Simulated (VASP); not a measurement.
# C (P6_3/mmc) in VASP: notebook

The runs below take C through single point, with PBEsol+D3(BJ).

Program: VASP 6.6.1. These are calculated values, not measurements. Logs are shortened: lines on timing, memory, paths and dates and some standing lists are left out, and cuts for length are marked.

**1. The cell of the first run**

It takes space group P6_3/mmc (No. 194, hexagonal). The conventional cell has a = 2.418 Å, b = 2.418 Å, c = 6.473 Å, α = 90.00°, β = 90.00°, γ = 120.00°. Within 1.9 Å of C (site symmetry -6m2) lie 3 C at 1.40 Å. C (site symmetry -6m2) has 3 C at 1.40 Å within 1.9 Å.

**2. Single point, PBEsol+D3(BJ) (8.19 Å³/atom)**

INCAR

```
PREC = Accurate
ENCUT = 520
EDIFF = 1E-7
ISMEAR = 0
SIGMA = 0.15
LREAL = F
LASPH = T
NELM = 60
ALGO = Normal
ISIF = 2
LWAVE = F
LCHARG = F
GGA = PS
IVDW = 12
NBANDS = 16
```

KPOINTS

```
regular mesh
0
Gamma
  21 21 8
```

POSCAR

```
C
1.0
    2.4180187560      0.0000000000      0.0000000000
   -1.2090093780      2.0940656695      0.0000000000
    0.0000000000      0.0000000000      6.4730056891
C
4
Direct
    0.0000000000      0.0000000000      0.0025000000
    0.0000000000      0.0000000000      0.5025000000
    0.3333333333      0.6666666667      0.0025000000
    0.6666666667      0.3333333333      0.5025000000
```

Potentials or basis: VASP PAW PBE potentials, release 64 (C).

The run is started by

```bash
$ cat potpaw_PBE.64/C/POTCAR > POTCAR
$ mpirun -np 1 vasp_std > vasp.out
```

OUTCAR:

```text
PREC = Accurate
   ENCUT = 520
   EDIFF = 1E-7
   ISMEAR = 0
   LREAL = F
   LASPH = T
   NELM = 60
   ISIF = 2
   GGA = PS
   IVDW = 12
 IVDW          = 12

 ion  position               nearest neighbor table
   1  0.000  0.000  0.002-   3 1.40   3 1.40   3 1.40
   2  0.000  0.000  0.502-   4 1.40   4 1.40   4 1.40
   3  0.333  0.667  0.002-   1 1.40   1 1.40   1 1.40
   4  0.667  0.333  0.502-   2 1.40   2 1.40   2 1.40

  LATTYP: Found a hexagonal cell.
 ALAT       =     2.4180187560
 C/A-ratio  =     2.6769873778

  Lattice vectors:

 A1 = (   2.4180187560,   0.0000000000,   0.0000000000)
 A2 = (  -1.2090093780,   2.0940656695,   0.0000000000)
 A3 = (   0.0000000000,   0.0000000000,   6.4730056891)

Analysis of symmetry for initial positions (statically):
=====================================================================
 Subroutine PRICEL returns:
 Original cell was already a primitive cell.

 Routine SETGRP: Setting up the symmetry group for a
 hexagonal supercell.

 Subroutine GETGRP returns: Found 24 space group operations
 (whereof  6 operations were pure point group operations)
 out of a pool of 24 trial point group operations.

The static configuration has the point symmetry C_3v.
 The point group associated with its full space group is D_6h.

Analysis of symmetry for dynamics (positions and initial velocities):
=====================================================================
 Subroutine PRICEL returns:
 Original cell was already a primitive cell.

 Routine SETGRP: Setting up the symmetry group for a
 hexagonal supercell.

 Subroutine GETGRP returns: Found 24 space group operations
 (whereof  6 operations were pure point group operations)
 out of a pool of 24 trial point group operations.

The dynamic configuration has the point symmetry C_3v.
 The point group associated with its full space group is D_6h.

 Subroutine INISYM returns: Found 24 space group operations
 (whereof  6 operations are pure point group operations),
 and found     1 'primitive' translations

----------------------------------------------------------------------------------------

                                     Primitive cell

  volume of cell :      32.7760

[... 91 lines left out ...]
   NELM   =     60;   NELMIN=  2; NELMDL= -5     # of ELM steps
   EDIFF  = 0.1E-06   stopping-criterion for ELM
   LREAL  =      F    real-space projection
   EDIFFG = 0.1E-05   stopping-criterion for IOM
   NSW    =      0    number of steps for IOM
   IBRION =     -1    ionic relax: 0-MD 1-quasi-New 2-CG
   NFREE  =      0    steps in history (QN), initial steepest desc. (CG)
   ISIF   =      2    stress and relaxation
   ISYM   =      2    0-nonsym 1-usesym 2-fastsym
   POTIM  = 0.5000    time-step for ionic-motion
   TEBEG  =    0.0;   TEEND  =   0.0 temperature during run
   PSTRESS=    0.0 pullay stress
   NELECT =      16.0000    total number of electrons
   NUPDOWN=      -1.0000    fix difference up-down
   EMIN   =  10.00;   EMAX   =-10.00  energy-range for DOS
   EFERMI =   0.00;   METHOD = LEGACY
   ISMEAR =     0;   SIGMA  =   0.15  broadening in eV -4-tet -1-fermi 0-gaus
   EFERMI_NEDOS =   21; number of points for ismear=-14 and -15
   IALGO  =     38    algorithm
   IMIX   =      4    mixing-type and parameters
     AMIX     =   0.40;   BMIX     =  1.00
     AMIX_MAG =   1.60;   BMIX_MAG =  1.00
  volume/ion in A,a.u.               =       8.19        55.30
  Fermi-wavevector in a.u.,A,eV,Ry     =   1.289029  2.435912 22.607399  1.661597
  Thomas-Fermi vector in A             =   2.420947
   LORBIT       =      0    0 simple, 1 ext, 2 COOP (PROOUT), +10 PAW based schemes
   GGA     = PS    functional components
   LHFCALC =     F    Hartree Fock is set to
   AEXX    =    0.0000 exact exchange contribution
   IVDW    =    12    specifies the selected vdW correction
   LEPSILON=     F    determine dielectric tensor
   LRPA    =     F    only Hartree local field effects (RPA)
 non-spin polarized calculation
 Gauss-broadening in eV      SIGMA  =   0.15
  energy-cutoff  :      520.00
  volume of cell :       32.78
 maximum number of plane-waves:       912
 NGX is ok and might be reduce to    18
   NGX =  9   NGY =  9   NGZ = 25

 number of electron      16.0000000 magnetization

 Free energy of the ion-electron system (eV)
  ---------------------------------------------------
  ext. energy  EPLUGINS =         0.00000000
  ---------------------------------------------------
  free energy    TOTEN  =       -38.46798209 eV

  energy without entropy =      -38.46712667  energy(sigma->0) =      -38.46755438

 E-fermi :   5.2587     XC(G=0): -10.9187

 val. band max:        5.2577813895   @ k =   0.3333   0.3333   0.5000
 cond. band min:       5.2587172510   @ k =   0.3333   0.3333   0.2500
 fundamental gap:      0.0009358615
 Fermi energy:         5.2587154551

 k-point     1 :       0.0000    0.0000    0.0000
  band No.  band energies     occupation
      1     -14.8455      2.00000
      2     -14.4492      2.00000
      3      -3.8511      2.00000
      4      -1.4811      2.00000
      5       2.3299      2.00000
      6       2.3299      2.00000
[... 433 lines left out ...]
      3      -1.9494      2.00000
      4      -1.9424      2.00000
      5      -1.8420      2.00000
      6      -0.3289      2.00000
[... 8 lines left out ...]
     15      17.9146      0.00000
     16      18.1743      0.00000

 [... further k-points ...]

------------------------ aborting loop because EDIFF is reached ----------------------------------------

 Edisp (eV)   -0.45357

 E8    (eV) :    -0.2206

  FORCE on cell =-STRESS in cart. coord.  units (eV):
  Direction    XX          YY          ZZ          XY          YZ          ZX
  --------------------------------------------------------------------------------------
  -------------------------------------------------------------------------------------
  Total       5.23035     5.23035     0.10100    -0.00000     0.00000     0.00000
  in kB     255.67337   255.67337     4.93697    -0.00000     0.00000     0.00000
  external pressure =      172.09 kB  Pullay stress =        0.00 kB

 VOLUME and BASIS-vectors are now :
 -----------------------------------------------------------------------------
  energy-cutoff  :      520.00
  volume of cell :       32.78
      direct lattice vectors                 reciprocal lattice vectors
     2.418018756  0.000000000  0.000000000     0.413561722  0.238769971  0.000000000
    -1.209009378  2.094065669  0.000000000     0.000000000  0.477539943  0.000000000
     0.000000000  0.000000000  6.473005689     0.000000000  0.000000000  0.154487737

 POSITION                                       TOTAL-FORCE (eV/Angst)
 -----------------------------------------------------------------------------------
      0.00000      0.00000      0.01618         0.000000     -0.000000      0.000000
      0.00000      0.00000      3.25269         0.000000      0.000000      0.000000
     -0.00000      1.39604      0.01618        -0.000000      0.000000     -0.000000
      1.20901      0.69802      3.25269         0.000000     -0.000000      0.000000
 -----------------------------------------------------------------------------------
    total drift:                               -0.000000     -0.000000      0.000016

  FREE ENERGIE OF THE ION-ELECTRON SYSTEM (eV)
  ---------------------------------------------------
  free  energy   TOTEN  =       -38.9215475756 eV

  energy  without entropy=      -38.9206921491  energy(sigma->0) =      -38.92111986
```

stdout:

```text
POSCAR found type information on POSCAR C
 POSCAR found :  1 types and       4 ions
 scaLAPACK will be used
 -----------------------------------------------------------------------------
|                                                                             |
|                                                                             |
|     You enforced a specific xc type in the INCAR file but a different       |
|     I HOPE YOU KNOW WHAT YOU ARE DOING!                                     |
|                                                                             |
 -----------------------------------------------------------------------------

 LDA part: xc-table for (Slater+PW92), standard interpolation
 POSCAR, INCAR and KPOINTS ok, starting setup
 FFT: planning ... GRIDC
 FFT: planning ... GRID_SOFT
 FFT: planning ... GRID
 WAVECAR not read
 entering main loop
```

Run time: 2.7 min. Hardware: 1 thread of Intel Xeon 8259CL, shared host; peak memory 0.22 GiB.

What came out:

- Free energy: -38.9215 eV
- Pressure: 17.2 GPa
- Band gap on the k mesh: zero (bands 8 and 9 overlap by 0.04 eV)
- Dispersion energy per atom: -0.113 eV

Caveat: the cell stands under pressure; the PAW data sets were made with another functional, which shifts forces and pressure a little.

**3. Single point, PBEsol+D3(BJ) (8.19 Å³/atom)**

INCAR

```
PREC = Accurate
ENCUT = 520
EDIFF = 1E-6
ISMEAR = 0
SIGMA = 0.15
LREAL = False
LASPH = True
NELM = 80
ALGO = Normal
ISIF = 2
LWAVE = False
LCHARG = True
GGA = PS
IVDW = 12
LELF = True
LVHAR = True
NBANDS = 16
```

KPOINTS

```
Automatic mesh
0
Gamma
  21 21 8
```

POSCAR

```
C
1.0
    2.4572195491      0.0000000000      0.0000000000
   -1.2286097746      2.1280145522      0.0000000000
    0.0000000000      0.0000000000      6.2681213479
C
4
Direct
    0.0000000000      0.0000000000      0.0025000000
    0.0000000000      0.0000000000      0.5025000000
    0.3333333333      0.6666666667      0.0025000000
    0.6666666667      0.3333333333      0.5025000000
```

Potentials or basis: VASP PAW PBE potentials, release 64 (C).

The run is started by

```bash
$ cat potpaw_PBE.64/C/POTCAR > POTCAR
$ mpirun -np 1 vasp_std > vasp.out
```

Run time: 2.5 min. Hardware: 1 thread of Intel Xeon 8259CL, shared host; peak memory 0.22 GiB.

Results (log left out):

```
Free energy                : -39.0012 eV
Pressure                   : 1.8 GPa
Band gap on the k mesh     : zero (bands 8 and 9 overlap by 0.07 eV)
Dispersion energy per atom : -0.118 eV
```

Stress tensor (GPa, compression positive):
```
1.60 0.00 0.00
0.00 1.60 0.00
0.00 0.00 2.24
```

Levels at points of the mesh, in eV from the Fermi level:
```csv
k point,band 5,band 6,band 7,band 8,band 9,band 10,band 11,band 12
"(0.00, 0.00, 0.00)",-2.94,-2.94,-2.90,-2.90,4.70,8.38,8.38,8.48
"(0.00, 0.00, 0.50)",-2.92,-2.92,-2.92,-2.92,7.95,7.95,8.43,8.43
```

Caveat: the PAW data sets were made with another functional, which shifts forces and pressure a little.
